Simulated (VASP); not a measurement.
# CoSi2 (P4mm) in VASP: single point with PBE

Aim: the single point of CoSi2 with PBE.

Everything below comes from runs of VASP 6.6.1. Logs are shortened: lines on timing, memory, paths and dates and some standing lists are left out, and cuts for length are marked.

## 1. The cell of the first run

Symmetry: P4mm, No. 99, tetragonal system. Conventional cell: a = 4.800 Å, b = 4.800 Å, c = 4.155 Å, α = 90.00°, β = 90.00°, γ = 90.00°. Within 2.8 Å of Co (site symmetry 2mm) lie 4 Si at 2.13 Å. Within 2.8 Å of Si (site symmetry m) lie 4 Si at 2.09 to 2.71 Å and 2 Co at 2.13 Å.

## 2. Single point, PBE, collinear spin, ferromagnetic start

File INCAR:

```
PREC = Accurate
ENCUT = 520
EDIFF = 1E-7
ISMEAR = 0
SIGMA = 0.1
LREAL = F
LASPH = T
NELM = 150
ALGO = Normal
ISIF = 2
LWAVE = F
LCHARG = T
ISPIN = 2
MAGMOM = 3 3 0 0 0 0
LORBIT = 11
LMAXMIX = 4
GGA = PE
LELF = T
LVHAR = T
NBANDS = 30
```

File KPOINTS:

```
regular mesh
0
Gamma
  4 4 4
```

File POSCAR:

```
CoSi2
1.0
    4.7997446600      0.0000000000      0.0000000000
    0.0000000000      4.7997446600      0.0000000000
    0.0000000000      0.0000000000      4.1548822000
Co Si
2 4
Direct
    0.5000000000      0.0000000000      0.6117666600
    0.0000000000      0.5000000000      0.6117666600
    0.2824901800      0.2824901800      0.3083684000
    0.7175098200      0.7175098200      0.3083684000
    0.7175098200      0.2824901800      0.3083684000
    0.2824901800      0.7175098200      0.3083684000
```

Potentials or basis: VASP PAW PBE potentials, release 64 (Co, Si).

On the command line:

```console
$ cat potpaw_PBE.64/Co/POTCAR potpaw_PBE.64/Si/POTCAR > POTCAR
$ mpirun -np 1 vasp_std > vasp.out
```

OUTCAR:

```text
PREC = Accurate
   ENCUT = 520
   EDIFF = 1E-7
   ISMEAR = 0
   LREAL = F
   LASPH = T
   NELM = 150
   ISIF = 2
   ISPIN = 2
   LORBIT = 11
   GGA = PE

 ion  position               nearest neighbor table
   1  0.500  0.000  0.612-   3 2.13   4 2.13   5 2.13   6 2.13
   2  0.000  0.500  0.612-   3 2.13   4 2.13   5 2.13   6 2.13
   3  0.282  0.282  0.308-   5 2.09   6 2.09   1 2.13   2 2.13   6 2.71   5 2.71   4 2.95
   4  0.718  0.718  0.308-   5 2.09   6 2.09   1 2.13   2 2.13   6 2.71   5 2.71   3 2.95
   5  0.718  0.282  0.308-   3 2.09   4 2.09   1 2.13   2 2.13   3 2.71   4 2.71   6 2.95
   6  0.282  0.718  0.308-   3 2.09   4 2.09   1 2.13   2 2.13   3 2.71   4 2.71   5 2.95

  LATTYP: Found a simple tetragonal cell.
 ALAT       =     4.7997446600
 C/A-ratio  =     0.8656465071

  Lattice vectors:

 A1 = (   4.7997446600,   0.0000000000,   0.0000000000)
 A2 = (   0.0000000000,   4.7997446600,   0.0000000000)
 A3 = (   0.0000000000,   0.0000000000,   4.1548822000)

Analysis of symmetry for initial positions (statically):
=====================================================================
 Subroutine PRICEL returns:
 Original cell was already a primitive cell.

 Routine SETGRP: Setting up the symmetry group for a
 simple tetragonal supercell.

 Subroutine GETGRP returns: Found  8 space group operations
 (whereof  8 operations were pure point group operations)
 out of a pool of 16 trial point group operations.

The static configuration has the point symmetry C_4v.

Analysis of symmetry for dynamics (positions and initial velocities):
=====================================================================
 Subroutine PRICEL returns:
 Original cell was already a primitive cell.

 Routine SETGRP: Setting up the symmetry group for a
 simple tetragonal supercell.

 Subroutine GETGRP returns: Found  8 space group operations
 (whereof  8 operations were pure point group operations)
 out of a pool of 16 trial point group operations.

The dynamic configuration has the point symmetry C_4v.

Analysis of structural, dynamic, and magnetic symmetry:
=====================================================================
 Subroutine PRICEL returns:
 Original cell was already a primitive cell.

 Routine SETGRP: Setting up the symmetry group for a
 simple tetragonal supercell.

 Subroutine GETGRP returns: Found  8 space group operations
 (whereof  8 operations were pure point group operations)
[... 135 lines left out ...]
 Gauss-broadening in eV      SIGMA  =   0.10
  energy-cutoff  :      520.00
  volume of cell :       95.72
 maximum number of plane-waves:      2614
 NGX is ok and might be reduce to    36
   NGX = 17   NGY = 17   NGZ = 15

 number of electron      33.9999990 magnetization       0.0003047

 Free energy of the ion-electron system (eV)
  ---------------------------------------------------
  ext. energy  EPLUGINS =         0.00000000
  ---------------------------------------------------
  free energy    TOTEN  =       -29.82662364 eV

  energy without entropy =      -29.80263584  energy(sigma->0) =      -29.81462974

 E-fermi :   7.2981     XC(G=0): -10.4616

 val. band max:        7.2628604770   @ k =   0.2500   0.0000   0.2500
 cond. band min:       7.3629348480   @ k =   0.2500   0.0000   0.2500
 fundamental gap:      0.1000743710
 Fermi energy:         7.2980861997

 spin component 1

 k-point     1 :       0.0000    0.0000    0.0000
  band No.  band energies     occupation
      1      -6.0630      1.00000
      2      -0.4354      1.00000
      3      -0.4354      1.00000
      4       0.3379      1.00000
      5       0.7973      1.00000
      6       2.8623      1.00000
[... 565 lines left out ...]
     28      16.6766      0.00000
     29      16.6967      0.00000
 Fermi energy:         7.2980861997

 spin component 2

 k-point     1 :       0.0000    0.0000    0.0000
  band No.  band energies     occupation
      1      -6.0629      1.00000
      2      -0.4354      1.00000
      3      -0.4354      1.00000
      4       0.3379      1.00000
      5       0.7974      1.00000
      6       2.8624      1.00000
[... 565 lines left out ...]
     28      16.6766      0.00000
     29      16.6967      0.00000
 [bands above 29 left out]

------------------------ aborting loop because EDIFF is reached ----------------------------------------

  FORCE on cell =-STRESS in cart. coord.  units (eV):
  Direction    XX          YY          ZZ          XY          YZ          ZX
  --------------------------------------------------------------------------------------
  -------------------------------------------------------------------------------------
  Total       21.5671381     21.5671381      0.3015965      0.0000000      0.0000000     -0.0000000
  in kB      361.0007618    361.0007618      5.0482619      0.0000000      0.0000000     -0.0000000
  external PRESSURE =     242.3499285 kB  Pullay stress =       0.0000000 kB

 VOLUME and BASIS-vectors are now :
 -----------------------------------------------------------------------------
  energy-cutoff  :      520.00
  volume of cell :       95.72
      direct lattice vectors                 reciprocal lattice vectors
     4.799744660  0.000000000  0.000000000     0.208344416  0.000000000  0.000000000
     0.000000000  4.799744660  0.000000000     0.000000000  0.208344416  0.000000000
     0.000000000  0.000000000  4.154882200     0.000000000  0.000000000  0.240680711

 POSITION                                       TOTAL-FORCE (eV/Angst)
 -----------------------------------------------------------------------------------
      2.39987      0.00000      2.54182         0.000000      0.000000      3.844616
      0.00000      2.39987      2.54182         0.000000      0.000000      3.844616
      1.35588      1.35588      1.28123        -4.007442     -4.007442     -1.922308
      3.44386      3.44386      1.28123         4.007442      4.007442     -1.922308
      3.44386      1.35588      1.28123         4.007442     -4.007442     -1.922308
      1.35588      3.44386      1.28123        -4.007442      4.007442     -1.922308
 -----------------------------------------------------------------------------------
    total drift:                               -0.000000     -0.000000     -0.001137

  FREE ENERGIE OF THE ION-ELECTRON SYSTEM (eV)
  ---------------------------------------------------
  free  energy   TOTEN  =       -29.8266236395 eV

  energy  without entropy=      -29.8026358404  energy(sigma->0) =      -29.81462974

 total charge

# of ion       s       p       d       tot
------------------------------------------
    1        0.509   0.475   7.661   8.644
    2        0.509   0.475   7.661   8.644
    3        0.802   0.993   0.000   1.794
    4        0.802   0.993   0.000   1.794
    5        0.802   0.993   0.000   1.794
    6        0.802   0.993   0.000   1.794
--------------------------------------------------
tot          4.224   4.920  15.321  24.465

 magnetization (x)

# of ion       s       p       d       tot
------------------------------------------
    1        0.000   0.000   0.000   0.000
    2        0.000   0.000   0.000   0.000
    3        0.000   0.000   0.000   0.000
    4        0.000   0.000   0.000   0.000
    5        0.000   0.000   0.000   0.000
    6        0.000   0.000   0.000   0.000
--------------------------------------------------
tot          0.000   0.000   0.000   0.000
```

OSZICAR:

```text
N       E                     dE             d eps       ncg     rms          rms(c)
DAV:   1     0.204249652582E+03    0.20425E+03   -0.14049E+04  2160   0.112E+03
DAV:   2    -0.171625825362E+02   -0.22141E+03   -0.20415E+03  2214   0.256E+02
DAV:   3    -0.338361425375E+02   -0.16674E+02   -0.15887E+02  2636   0.808E+01
[... 11 lines left out ...]
DAV:  15    -0.298266115700E+02   -0.41664E-04   -0.86884E-05  3300   0.103E-01    0.244E-02
DAV:  16    -0.298266207957E+02   -0.92257E-05   -0.22839E-05  3384   0.469E-02    0.158E-02
DAV:  17    -0.298266233488E+02   -0.25531E-05   -0.59291E-06  3384   0.273E-02    0.797E-03
DAV:  18    -0.298266235664E+02   -0.21762E-06   -0.92111E-07  3282   0.895E-03    0.392E-03
DAV:  19    -0.298266236395E+02   -0.73085E-07   -0.50598E-07  2396   0.902E-03
   1 F= -.29826624E+02 E0= -.29814630E+02  d E =-.239878E-01  mag=     0.0005
```

stdout:

```text
POSCAR found type information on POSCAR CoSi
 POSCAR found :  2 types and       6 ions
 scaLAPACK will be used
 LDA part: xc-table for (Slater+PW92), standard interpolation
 POSCAR, INCAR and KPOINTS ok, starting setup
 FFT: planning ... GRIDC
 FFT: planning ... GRID_SOFT
 FFT: planning ... GRID
 WAVECAR not read
 entering main loop
```

It took 3.4 min on 1 thread of AMD EPYC 7R43 (Zen 3), shared host; peak memory 0.24 GiB.

Results:

| Quantity | Value |
| --- | --- |
| Free energy | -29.8266 eV |
| Pressure | 24.2 GPa |
| Largest force | 5.985 eV/Å |
| Band gap on the k mesh | zero (filled and empty bands overlap) |
| Net moment | 0.00 μB per cell |
| Valence electrons inside the program's atomic spheres | Co 8.64; Si 1.79 |

Forces in eV/Å, atoms in the order of the input:
```
Co   0.000  0.000  3.845
Co   0.000  0.000  3.845
Si  -4.007 -4.007 -1.922
Si   4.007  4.007 -1.922
Si   4.007 -4.007 -1.922
Si  -4.007  4.007 -1.922
```

Caveat: the k points lie up to 0.38 Å⁻¹ apart; the starting moments collapsed, and a magnetic state may lie lower; forces of over 1 eV/Å act on the atoms, so gaps and moduli don't describe the material at rest.
